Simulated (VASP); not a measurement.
# Zr (I4/mmm) in VASP: notebook

The runs below take Zr through single point, with LDA.

Program: VASP 6.6.1. These are calculated values, not measurements. Logs are shortened: lines on timing, memory, paths and dates and some standing lists are left out, and cuts for length are marked.

### 1 The cell of the first run

The structure is tetragonal, space group I4/mmm (No. 139). Conventional cell: a = 3.189 Å, b = 3.189 Å, c = 4.848 Å, α = 90.00°, β = 90.00°, γ = 90.00°. Zr (site symmetry 4/mmm) has 12 Zr at 3.19 to 3.31 Å within 4.2 Å.

### 2 Single point, LDA (strain +0.0750 x Voigt [0, 1, 0, 0, 0, 0])

INCAR

```
PREC = Accurate
ENCUT = 520
EDIFF = 1E-6
ISMEAR = 0
SIGMA = 0.15
LREAL = F
LASPH = T
NELM = 60
ALGO = Fast
ISIF = 2
LWAVE = F
LCHARG = F
GGA = CA
NBANDS = 12
```

KPOINTS

```
Automatic mesh
0
Gamma
  18 18 18
```

POSCAR

```
Zr
1.0
    0.0000000000      2.4241250000      2.2550000000
    2.2550000000      0.0000000000      2.2550000000
    2.2550000000      2.4241250000      0.0000000000
Zr
1
Direct
    0.0000000000      0.0000000000      0.0000000000
```

Potentials or basis: VASP PAW LDA potentials, release 64 (Zr_sv).

Command:

```sh
cat potpaw_LDA.64/Zr_sv/POTCAR > POTCAR
mpirun -np 1 vasp_std > vasp.out
```

OUTCAR:

```text
PREC = Accurate
   ENCUT = 520
   EDIFF = 1E-6
   ISMEAR = 0
   LREAL = F
   LASPH = T
   NELM = 60
   ISIF = 2
   GGA = CA

 ion  position               nearest neighbor table
   1  0.000  0.000  0.000-

  LATTYP: Found a body centered tetragonal cell.
 ALAT       =     3.1890515832
 C/A-ratio  =     1.5202795796

  Lattice vectors:

 A1 = (   0.0000000000,  -2.4241250000,   2.2550000000)
 A2 = (   0.0000000000,  -2.4241250000,  -2.2550000000)
 A3 = (   2.2550000000,   2.4241250000,   0.0000000000)

Analysis of symmetry for initial positions (statically):
=====================================================================
 Subroutine PRICEL returns:
 Original cell was already a primitive cell.

 Routine SETGRP: Setting up the symmetry group for a
 body centered tetragonal supercell.

 Subroutine GETGRP returns: Found 16 space group operations
 (whereof 16 operations were pure point group operations)
 out of a pool of 16 trial point group operations.

The static configuration has the point symmetry D_4h.

Analysis of symmetry for dynamics (positions and initial velocities):
=====================================================================
 Subroutine PRICEL returns:
 Original cell was already a primitive cell.

 Routine SETGRP: Setting up the symmetry group for a
 body centered tetragonal supercell.

 Subroutine GETGRP returns: Found 16 space group operations
 (whereof 16 operations were pure point group operations)
 out of a pool of 16 trial point group operations.

The dynamic configuration has the point symmetry D_4h.

 Subroutine INISYM returns: Found 16 space group operations
 (whereof 16 operations are pure point group operations),
 and found     1 'primitive' translations

----------------------------------------------------------------------------------------

                                     Primitive cell

  volume of cell :      24.6535

  direct lattice vectors                    reciprocal lattice vectors
     0.000000000  2.424125000  2.255000000    -0.221729490  0.206259991  0.221729490
     2.255000000  0.000000000  2.255000000     0.221729490 -0.206259991  0.221729490
     2.255000000  2.424125000  0.000000000     0.221729490  0.206259991 -0.221729490

  length of vectors
     3.310801567  3.189051583  3.310801567     0.375328013  0.375328013  0.375328013

  position of ions in fractional coordinates (direct lattice)
     0.000000000  0.000000000  0.000000000

  ion indices of the primitive-cell ions
   primitive index   ion index
                 1           1

----------------------------------------------------------------------------------------

 KPOINTS: Automatic mesh

Automatic generation of k-mesh.
 Grid dimensions read from file:
 generate k-points for:   18   18   18

 Generating k-lattice:

  Cartesian coordinates                     Fractional coordinates (reciprocal lattice)
    -0.012318305  0.011458888  0.012318305     0.055555556  0.000000000  0.000000000
     0.012318305 -0.011458888  0.012318305    -0.000000000  0.055555556 -0.000000000
     0.012318305  0.011458888 -0.012318305     0.000000000  0.000000000  0.055555556

  Length of vectors
     0.020851556  0.020851556  0.020851556

  Shift w.r.t. Gamma in fractional coordinates (k-lattice)
     0.000000000  0.000000000  0.000000000

 Subroutine IBZKPT returns following result:
 ===========================================

 Found    480 irreducible k-points:

 Following reciprocal coordinates:
            Coordinates               Weight
  0.000000  0.000000  0.000000      1.000000
  0.055556  0.000000  0.000000      8.000000
  0.111111  0.000000  0.000000      8.000000
  0.166667  0.000000  0.000000      8.000000
  0.222222  0.000000  0.000000      8.000000
  0.277778  0.000000  0.000000      8.000000
[... 16 lines left out ...]
 -0.277778  0.055556 -0.000000     16.000000
 -0.222222  0.055556 -0.000000     16.000000
 [... further k-points ...]
   k-points           NKPTS =    480   k-points in BZ     NKDIM =    480   number of bands    NBANDS=     12
   number of dos      NEDOS =    301   number of ions     NIONS =      1
   total plane-waves  NPLWV =  18816
   dimension x,y,z NGX =    28 NGY =   24 NGZ =   28
   dimension x,y,z NGXF=    56 NGYF=   48 NGZF=   56
   ions per type =               1
   NGX,Y,Z   is equivalent  to a cutoff of  14.06, 12.51, 14.06 a.u.
   NGXF,Y,Z  is equivalent  to a cutoff of  28.12, 25.02, 28.12 a.u.
 SYSTEM =  unknown system
   PREC   = accura    normal or accurate (medium, high low for compatibility)
   ISTART =      0    job   : 0-new  1-cont  2-samecut
   ICHARG =      2    charge: 1-file 2-atom 10-const
   ISPIN  =      1    spin polarized calculation?
   LNONCOLLINEAR =      F non collinear calculations
   LSORBIT =      F    spin-orbit coupling
   LASPH  =      T    aspherical Exc in radial PAW
   ENCUT  =  520.0 eV  38.22 Ry    6.18 a.u.   6.16  5.93  6.16*2*pi/ulx,y,z
   NELM   =     60;   NELMIN=  2; NELMDL= -5     # of ELM steps
   EDIFF  = 0.1E-05   stopping-criterion for ELM
   LREAL  =      F    real-space projection
   EDIFFG = 0.1E-04   stopping-criterion for IOM
   NSW    =      0    number of steps for IOM
   IBRION =     -1    ionic relax: 0-MD 1-quasi-New 2-CG
   NFREE  =      0    steps in history (QN), initial steepest desc. (CG)
   ISIF   =      2    stress and relaxation
   ISYM   =      2    0-nonsym 1-usesym 2-fastsym
   POTIM  = 0.5000    time-step for ionic-motion
   TEBEG  =    0.0;   TEEND  =   0.0 temperature during run
   PSTRESS=    0.0 pullay stress
   NELECT =      12.0000    total number of electrons
   NUPDOWN=      -1.0000    fix difference up-down
   EMIN   =  10.00;   EMAX   =-10.00  energy-range for DOS
   EFERMI =   0.00;   METHOD = LEGACY
   ISMEAR =     0;   SIGMA  =   0.15  broadening in eV -4-tet -1-fermi 0-gaus
   EFERMI_NEDOS =   21; number of points for ismear=-14 and -15
   IALGO  =     68    algorithm
   IMIX   =      4    mixing-type and parameters
     AMIX     =   0.40;   BMIX     =  1.00
     AMIX_MAG =   1.60;   BMIX_MAG =  1.00
  volume/ion in A,a.u.               =      24.65       166.37
  Fermi-wavevector in a.u.,A,eV,Ry     =   1.287783  2.433556 22.563684  1.658384
  Thomas-Fermi vector in A             =   2.419776
   LORBIT       =      0    0 simple, 1 ext, 2 COOP (PROOUT), +10 PAW based schemes
   GGA     = CA    functional components
   LHFCALC =     F    Hartree Fock is set to
   AEXX    =    0.0000 exact exchange contribution
   IVDW    =     0    specifies the selected vdW correction
   LEPSILON=     F    determine dielectric tensor
   LRPA    =     F    only Hartree local field effects (RPA)
 non-spin polarized calculation
 RMM-DIIS sequential band-by-band and
 Gauss-broadening in eV      SIGMA  =   0.15
  energy-cutoff  :      520.00
  volume of cell :       24.65
 maximum number of plane-waves:       677
 NGX is ok and might be reduce to    28
   NGX = 13   NGY = 11   NGZ = 13

 number of electron      12.0000000 magnetization

 Free energy of the ion-electron system (eV)
  ---------------------------------------------------
  ext. energy  EPLUGINS =         0.00000000
  ---------------------------------------------------
  free energy    TOTEN  =        -9.15397854 eV

  energy without entropy =       -9.13368246  energy(sigma->0) =       -9.14383050

 E-fermi :   8.0376     XC(G=0): -11.0367

 val. band max:        8.0362116613   @ k =   0.5000   0.3333   0.1667
 cond. band min:       8.0401997001   @ k =   0.2778   0.1111   0.0556
 fundamental gap:      0.0039880388
 Fermi energy:         8.0376100311

 k-point     1 :       0.0000    0.0000    0.0000
  band No.  band energies     occupation
      1     -40.4845      2.00000
      2     -18.2224      2.00000
      3     -18.2015      2.00000
      4     -18.2015      2.00000
      5       2.6455      2.00000
      6       8.5230      0.00000
      7       9.2614      0.00000
      8       9.2614      0.00000
      9      10.6527      0.00000
     10      11.6756      0.00000
     11      18.5761      0.00000
     12      21.3831      0.00000

 k-point     2 :       0.0556    0.0000    0.0000
  band No.  band energies     occupation
      1     -40.4811      2.00000
      2     -18.2379      2.00000
      3     -18.2166      2.00000
      4     -18.2035      2.00000
      5       2.7397      2.00000
      6       8.5353      0.00000
      7       9.2044      0.00000
      8       9.3063      0.00000
      9      10.6269      0.00000
     10      11.6189      0.00000
     11      18.7751      0.00000
     12      21.4051      0.00000

 k-point     3 :       0.1111    0.0000    0.0000
  band No.  band energies     occupation
      1     -40.4713      2.00000
      2     -18.3088      2.00000
      3     -18.2331      2.00000
      4     -18.2093      2.00000
      5       3.0131      2.00000
      6       8.5154      0.00001
      7       9.0983      0.00000
      8       9.4281      0.00000
      9      10.5871      0.00000
     10      11.4772      0.00000
     11      19.3054      0.00000
     12      21.0591      0.00000
[... 286 lines left out ...]
 k-point    23 :      -0.2778    0.0556   -0.0000
  band No.  band energies     occupation
      1     -40.4101      2.00000
      2     -18.7345      2.00000
      3     -18.3160      2.00000
      4     -18.2615      2.00000
      5       4.7054      2.00000
      6       8.0269      1.08046
      7       8.8292      0.00000
      8       9.5410      0.00000
      9      11.1859      0.00000
     10      11.9747      0.00000
     11      18.5020      0.00000
     12      20.8582      0.00000

 k-point    24 :      -0.2222    0.0556   -0.0000
  band No.  band energies     occupation
      1     -40.4296      2.00000
      2     -18.5976      2.00000
      3     -18.2919      2.00000
      4     -18.2482      2.00000
      5       4.1978      2.00000
      6       8.0569      0.85559
      7       8.9988      0.00000
      8       9.6372      0.00000
      9      10.7428      0.00000
     10      11.6369      0.00000
     11      19.1834      0.00000
     12      21.2197      0.00000

 [... further k-points ...]
[... 5 lines left out ...]
  --------------------------------------------------------------------------------------
  -------------------------------------------------------------------------------------
  Total       -1.5768068     -1.8972674     -1.5768068      0.0000000     -0.0000000      0.0000000
  in kB     -102.4733567   -123.2994212   -102.4733567      0.0000000     -0.0000000      0.0000000
  external PRESSURE =    -109.4153782 kB  Pullay stress =       0.0000000 kB

 VOLUME and BASIS-vectors are now :
 -----------------------------------------------------------------------------
  energy-cutoff  :      520.00
  volume of cell :       24.65
      direct lattice vectors                 reciprocal lattice vectors
     0.000000000  2.424125000  2.255000000    -0.221729490  0.206259991  0.221729490
     2.255000000  0.000000000  2.255000000     0.221729490 -0.206259991  0.221729490
     2.255000000  2.424125000  0.000000000     0.221729490  0.206259991 -0.221729490

 POSITION                                       TOTAL-FORCE (eV/Angst)
 -----------------------------------------------------------------------------------
      0.00000      0.00000      0.00000         0.000000      0.000000      0.000000
 -----------------------------------------------------------------------------------
    total drift:                               -0.000000     -0.000000     -0.000000

  FREE ENERGIE OF THE ION-ELECTRON SYSTEM (eV)
  ---------------------------------------------------
  free  energy   TOTEN  =        -9.1539785364 eV

  energy  without entropy=       -9.1336824555  energy(sigma->0) =       -9.14383050
```

Wall time 2.4 min (1 thread of Intel Xeon Platinum 8488C (Sapphire Rapids), shared host); peak memory 0.24 GiB.

What came out:

* Free energy: -9.1540 eV
* Pressure: -10.9 GPa
* Band gap on the k mesh: zero (band 6 reaches 8.70 eV, above the bottom of band 7 at 7.50 eV)

Caveat: the cell differs from its parent crystal (strain +0.0750 x Voigt [0, 1, 0, 0, 0, 0]).

### 3 Single point, LDA (strain -0.0375 x Voigt [0, 1, 0, 0, 0, 0])

INCAR

```
ALGO = Normal ; EDIFF = 1E-6
ENCUT = 520 ; GGA = CA
ISIF = 2 ; ISMEAR = 0
LASPH = True ; LCHARG = False
LREAL = False ; LWAVE = False
NBANDS = 12 ; NELM = 100
PREC = Accurate ; SIGMA = 0.15
```

KPOINTS

```
k-points
0
Gamma
  18 18 18
```

POSCAR

```
Zr
1.0
    0.0000000000      2.1704375000      2.2550000000
    2.2550000000      0.0000000000      2.2550000000
    2.2550000000      2.1704375000      0.0000000000
Zr
1
Direct
    0.0000000000      0.0000000000      0.0000000000
```

Potentials or basis: VASP PAW LDA potentials, release 64 (Zr_sv).

Command:

```sh
cat potpaw_LDA.64/Zr_sv/POTCAR > POTCAR
mpirun -np 1 vasp_std > vasp.out
```

Wall time 45 s (1 thread of Intel Xeon Platinum 8488C (Sapphire Rapids), shared host); peak memory 0.22 GiB.

It converged, with:

| Property | Result |
| --- | --- |
| Free energy | -9.2703 eV |
| Pressure | -2.2 GPa |
| Band gap on the k mesh | zero (band 6 reaches 10.21 eV, above the bottom of band 7 at 8.61 eV) |

Stress tensor (GPa, compression positive):
```
-2.61  0.00  0.00
 0.00 -1.51  0.00
 0.00  0.00 -2.61
```

Levels at points of the mesh, in eV from the Fermi level:
```
           k point  band 3  band 4  band 5  band 6  band 7  band 8  band 9  band 10
(0.00, 0.00, 0.00)  -25.91  -25.90   -5.61    0.84    0.84    1.24    3.23     3.80
(0.50, 0.00, 0.00)  -26.08  -26.02   -3.08    0.53    1.00    1.40    5.34     5.61
(0.50, 0.50, 0.00)  -26.32  -26.25   -3.19   -2.33    3.17    5.46    5.83     6.24
(0.50, 0.00, 0.50)  -26.36  -26.36   -3.19   -2.44    3.78    5.45    6.05     6.05
```

Caveat: the cell differs from its parent crystal (strain -0.0375 x Voigt [0, 1, 0, 0, 0, 0]).

(Continued in part 2 of 2.)
